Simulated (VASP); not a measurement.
Runs of VASP 6.6.1 on Ca. The structure is that of space group Im-3m (No. 229), or close to it. The cells are those of the table. 

```csv
task,cell,gap on the mesh (eV),pressure (GPa)
single point,"a = 2.726 Å, angles 70.5, 109.5, 70.5°, 1 atom",none,60.8
relaxation of cell and atoms,"relaxed to 20 GPa from a = 3.845 Å, angles 70.5, 109.5, 70.5°, 1 atom",none,20.0
relaxation of cell and atoms,"relaxed to 40 GPa from a = 3.845 Å, angles 70.5, 109.5, 70.5°, 1 atom",none,40.0
single point,"a = 3.652 Å, angles 70.5, 109.5, 70.5°, 1 atom",none,0.0
relaxation of cell and atoms,"relaxed from a = 3.845 Å, angles 70.5, 109.5, 70.5°, 1 atom",none,0.0
single point,"a = 3.105 Å, angles 70.5, 109.5, 70.5°, 1 atom",none,20.1
single point,"a = 2.876 Å, angles 70.5, 109.5, 70.5°, 1 atom",none,(a)
```

Alike in all rows: level LDA; potentials or basis VASP PAW LDA potentials, release 64 (Ca_sv); no spin polarisation; k mesh 7 × 7 × 7; cutoff (eV) 500; smearing gaussian 0.1 eV.

Problem. Estimate the missing entries.

Solution. (a) 40.4.

Caveats: some runs use coarse meshes; the cell is relaxed towards a set pressure, so the enthalpy falls and the energy may rise (some runs).

A gap of «none» marks levels without a gap at the run's occupations.
